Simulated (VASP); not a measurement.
# MnF2 (P4_2/mnm) in VASP: further runs, part 2 of 2

VASP 6.6.1.

### Step 3. Single point, PBEsol+U, collinear spin, ferromagnetic start

INCAR reads:

```
SYSTEM = MnF2
PREC = Accurate ; ENCUT = 520
EDIFF = 1E-6 ; ISMEAR = 0
SIGMA = 0.05 ; LREAL = .False.
LASPH = .True. ; NELM = 150
ALGO = Normal ; ISIF = 2
LWAVE = .False. ; LCHARG = .True.
ISPIN = 2 ; MAGMOM = 2.81 0.94 -0.01 0.03 -0.01 0.03
LORBIT = 11 ; LMAXMIX = 4
LDAU = .True. ; LDAUTYPE = 2
LDAUL = 2 -1 ; LDAUU = 4 0
LDAUJ = 0 0 ; LDAUPRINT = 1
GGA = PS ; LELF = .True.
LVHAR = .True. ; NBANDS = 40
```

KPOINTS reads:

```
regular mesh
0
Gamma
  4 4 6
  0 0 0
```

POSCAR reads:

```
MnF2
1.0
    4.8733996600      0.0000000000      0.0000000000
    0.0000000000      4.8733996600      0.0000000000
    0.0000000000      0.0000000000      3.3098997700
Mn F
2 4
Direct
    0.0000000000      0.0000000000      0.0000000000
    0.5000000000      0.5000000000      0.5000000000
    0.3050000000      0.3050000000      0.0000000000
    0.1950000000      0.8050000000      0.5000000000
    0.6950000000      0.6950000000      0.0000000000
    0.8050000000      0.1950000000      0.5000000000
```

Potentials or basis: VASP PAW PBE potentials, release 64 (Mn_pv, F).

Started as:

```bash
cat potpaw_PBE.64/Mn_pv/POTCAR potpaw_PBE.64/F/POTCAR > POTCAR
mpirun -np 1 vasp_std > vasp.out
```

OUTCAR:

```text
SYSTEM = MnF2
   PREC = Accurate
   ENCUT = 520
   EDIFF = 1E-6
   ISMEAR = 0
   LREAL = .False.
   LASPH = .True.
   NELM = 150
   ISIF = 2
   ISPIN = 2
   LORBIT = 11
   GGA = PS

 ion  position               nearest neighbor table
   1  0.000  0.000  0.000-   3 2.10   5 2.10   4 2.13   6 2.13   4 2.13   6 2.13
   2  0.500  0.500  0.500-   4 2.10   6 2.10   5 2.13   3 2.13   3 2.13   5 2.13
   3  0.305  0.305  0.000-   1 2.10   2 2.13   2 2.13
   4  0.195  0.805  0.500-   2 2.10   1 2.13   1 2.13
   5  0.695  0.695  0.000-   1 2.10   2 2.13   2 2.13
   6  0.805  0.195  0.500-   2 2.10   1 2.13   1 2.13

  LATTYP: Found a simple tetragonal cell.
 ALAT       =     4.8733996600
 C/A-ratio  =     0.6791767556

  Lattice vectors:

 A1 = (   4.8733996600,   0.0000000000,   0.0000000000)
[... 2327 lines left out ...]
      0.00000      0.00000      0.00000         0.000000      0.000000      0.000000
      2.43670      2.43670      1.65495         0.000000      0.000000      0.000000
      1.48639      1.48639      0.00000         0.005888      0.005888      0.000000
      0.95031      3.92309      1.65495        -0.005861      0.005861      0.000000
      3.38701      3.38701      0.00000        -0.005888     -0.005888      0.000000
      3.92309      0.95031      1.65495         0.005861     -0.005861      0.000000
 -----------------------------------------------------------------------------------
    total drift:                                0.000000      0.000000      0.000000

  FREE ENERGIE OF THE ION-ELECTRON SYSTEM (eV)
  ---------------------------------------------------
  free  energy   TOTEN  =       -39.1155753983 eV

  energy  without entropy=      -39.1155753983  energy(sigma->0) =      -39.11557540

 total charge

# of ion       s       p       d       tot
------------------------------------------
    1        0.168   6.152   4.949  11.268
    2        0.168   6.152   4.949  11.268
    3        1.731   4.363   0.000   6.094
    4        1.731   4.363   0.000   6.094
    5        1.731   4.363   0.000   6.094
    6        1.731   4.363   0.000   6.094
--------------------------------------------------
tot          7.260  29.757   9.897  46.914

 magnetization (x)

# of ion       s       p       d       tot
------------------------------------------
    1        0.024   0.023   4.639   4.685
    2        0.024   0.023   4.639   4.685
    3        0.006   0.047   0.000   0.054
    4        0.006   0.047   0.000   0.054
    5        0.006   0.047   0.000   0.054
    6        0.006   0.047   0.000   0.054
--------------------------------------------------
tot          0.073   0.234   9.278   9.585
```

stdout:

```text
POSCAR found type information on POSCAR MnF
 POSCAR found :  2 types and       6 ions
 scaLAPACK will be used
 -----------------------------------------------------------------------------
|                                                                             |
|                                                                             |
|     You enforced a specific xc type in the INCAR file but a different       |
|     I HOPE YOU KNOW WHAT YOU ARE DOING!                                     |
|                                                                             |
 -----------------------------------------------------------------------------

 LDA part: xc-table for (Slater+PW92), standard interpolation
 POSCAR, INCAR and KPOINTS ok, starting setup
 FFT: planning ... GRIDC
 FFT: planning ... GRID_SOFT
 FFT: planning ... GRID
 WAVECAR not read
 entering main loop
```

It took 86 s on 1 thread of Intel Xeon Platinum 8488C (Sapphire Rapids), shared host; peak memory 0.28 GiB.

What came out:

```
Free energy                                           : -39.1156 eV
Pressure                                              : 0.6 GPa
Largest force                                         : 0.008 eV/Å
Band gap on the k mesh                                : 2.25 eV
Net moment                                            : 10.00 μB per cell
Site moments                                          : Mn +4.68; F +0.05 μB
Valence electrons inside the program's atomic spheres : Mn 11.27; F 6.09
```

Forces on the atoms (eV/Å):
```
Mn   0.000  0.000  0.000
Mn   0.000  0.000  0.000
F    0.006  0.006  0.000
F   -0.006  0.006  0.000
F   -0.006 -0.006  0.000
F    0.006 -0.006  0.000
```

Eigenvalues of the final occupation matrices:
| site | spin | trace | eigenvalues |
| --- | --- | --- | --- |
| site 1 d | 1 | 4.81 | 0.94 0.95 0.95 0.98 0.99 |
| site 1 d | 2 | 0.16 | 0.01 0.01 0.01 0.06 0.06 |
| site 2 d | 1 | 4.81 | 0.94 0.95 0.95 0.98 0.99 |
| site 2 d | 2 | 0.16 | 0.01 0.01 0.01 0.06 0.06 |

Caveat: the PAW data sets were made with another functional, which shifts forces and pressure a little; the run started ferromagnetic, and an antiferromagnetic order may lie lower in energy. The state reached can hang on the start; a lower one may exist.
